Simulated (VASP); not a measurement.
The system is MnO2.

```xyz
6
Lattice="4.3983 0.0000 0.0000 0.0000 4.3983 0.0000 0.0000 0.0000 2.8730" Properties=species:S:1:pos:R:3 pbc="T T T"
Mn    0.0000    0.0000    0.0000
Mn    2.1991    2.1991    1.4365
O     1.3421    1.3421    0.0000
O     0.8570    3.5413    1.4365
O     3.0562    3.0562    0.0000
O     3.5413    0.8570    1.4365
```

Base run:

* Program: VASP 6.6.1
* Functional: PBE
* Potentials or basis: VASP PAW PBE potentials, release 64 (Mn_pv, O)
* Cutoff: 520 eV
* k mesh: 6 × 6 × 10
* Occupations: fermi-dirac, width 0.05 eV
* Spin: no spin polarisation
* Hubbard terms: Mn d U = 4.0 eV

Its results: band gap on the k mesh zero (bands 25 and 26 overlap by 1.22 eV); pressure -0.3 GPa; largest force 0.777 eV/Å.

Task: The run is repeated on the same cell with these changes: functional from PBE to r2SCAN; hubbard terms from Mn d U = 4.0 eV to none. What comes out?

Result: Band gap on the k mesh zero (bands 25 and 26 overlap by 0.92 eV); pressure -13.0 GPa; largest force 0.298 eV/Å.

Several settings changed at once.

Caveats: the run has no spin polarisation, though such a crystal can be magnetic; U without spin polarisation on a metal has little footing (at least some runs); the cell stands under tension (at least some runs); the PAW data sets were made with another functional, which shifts forces and pressure a little (at least some runs); semilocal functionals often make such compounds metallic where correlation or magnetic order opens a gap, which also shifts bond lengths (at least some runs).
